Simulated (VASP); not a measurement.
BP (lda):

```xyz
2
Lattice="0.0000 2.2661 2.2661 2.2661 0.0000 2.2661 2.2661 2.2661 0.0000" Properties=species:S:1:pos:R:3 pbc="T T T"
B     0.0000    0.0000    0.0000
P     3.3991    3.3991    3.3991
```

| Quantity | Value |
| --- | --- |
| Program | VASP 6.6.1 |
| Task | relaxation of cell and atoms |
| Functional | LDA |
| Potentials or basis | VASP PAW LDA potentials, release 64 (B, P) |
| Cutoff | 500 eV |
| k mesh | 10 × 10 × 10 |
| Occupations | gaussian, width 0.02 eV |
| Spin | no spin polarisation |

At the start: pressure -4.7 GPa; volume 11.64 Å³/atom.

Q: How do energy, volume and symmetry change on relaxing?

A: Over 3 steps the energy falls by 4.9 meV/atom and the volume is 11.31 Å³/atom (-2.8 %); space group F-43m (No. 216, to 0.05 Å).

Step by step:
```
step  energy change (eV)  largest force (eV/Å)  pressure (GPa)  volume (Å³)
   1              0.0000                0.0000           -4.71        23.27
   2             -0.0039                0.0000            3.94        22.14
   3             -0.0098                0.0000           -0.01        22.62
```

Final structure:
```yaml
crystal:
  lattice:
    - [0.00000, 2.24483, 2.24483]
    - [2.24483, 0.00000, 2.24483]
    - [2.24483, 2.24483, 0.00000]
  atoms:
    - { symbol: B, position: [0.00000, 0.00000, 0.00000] }
    - { symbol: P, position: [0.75000, 0.75000, 0.75000] }
```
